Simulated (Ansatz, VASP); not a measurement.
**Al in VASP and in Ansatz**

The input INCAR:

```
PREC     = Accurate       # precision mode
ENCUT    = 520            # plane-wave cutoff, eV
EDIFF    = 1E-7           # SCF threshold, eV
ISMEAR   = 0              # smearing method
SIGMA    = 0.15           # smearing width, eV
LREAL    = False          # projectors in reciprocal space
LASPH    = True           # aspherical terms in the spheres
NELM     = 60             # most SCF steps
ALGO     = Fast           # electronic algorithm
ISIF     = 2              # what is computed and relaxed
LWAVE    = False          # write WAVECAR
LCHARG   = True           # write CHGCAR
GGA      = PE             # functional
LELF     = True           # ELF
LVHAR    = True         
NBANDS   = 8              # bands
```

Contents of KPOINTS:

```
Automatic mesh
0
Gamma
  20 20 20
```

POSCAR

```
Al
1.0
    0.0000000000      1.9885603500      2.0239800000
    2.0593996500      0.0000000000      2.0239800000
    2.0593996500      1.9885603500      0.0000000000
Al
1
Direct
    0.0000000000      0.0000000000      0.0000000000
```

Input for Ansatz:

```yaml
crystal:
  lattice:
    - [0.0, 1.98856035, 2.02398]
    - [2.05939965, 0.0, 2.02398]
    - [2.05939965, 1.98856035, 0.0]
  atoms:
    - { symbol: Al, position: [0.0, 0.0, 0.0] }
basis:
  ecutwfc: 420
kpoints:
  mp_grid: { grid: [20, 20, 20] }
hamiltonian:
  xc: pbe
scf:
  occupations: { method: gaussian, width: 0.15 }
output:
  forces: true
  stress: true
  eigenvalues: true
```

Change from the starting cell: strain +0.0175 x Voigt [1, -1, 0, 0, 0, 0], atoms carried along.

Alike in both runs: task single point; functional PBE; k mesh 20 × 20 × 20; occupations gaussian, width 0.15 eV; no spin polarisation.

```csv
,VASP,Ansatz
version,VASP 6.6.1,Ansatz 0.2.0
potentials or method,"VASP PAW PBE potentials, release 64 (Al), cutoff 520 eV","scalar-relativistic, plane waves, PAW"
valence electrons in the cell,3,3
```

VASP gave:

```
gap on the k mesh at the Fermi level (eV)                     : none
pressure (GPa)                                                : -0.4
traceless stress, the component that is largest in VASP (GPa) : -0.94
```

Which values does Ansatz return?

gap on the k mesh at the Fermi level (eV): none; pressure (GPa): -0.4; traceless stress, the component that is largest in VASP (GPa): -0.95.

A gap of «none» marks a metal or a gap that the smearing closes.
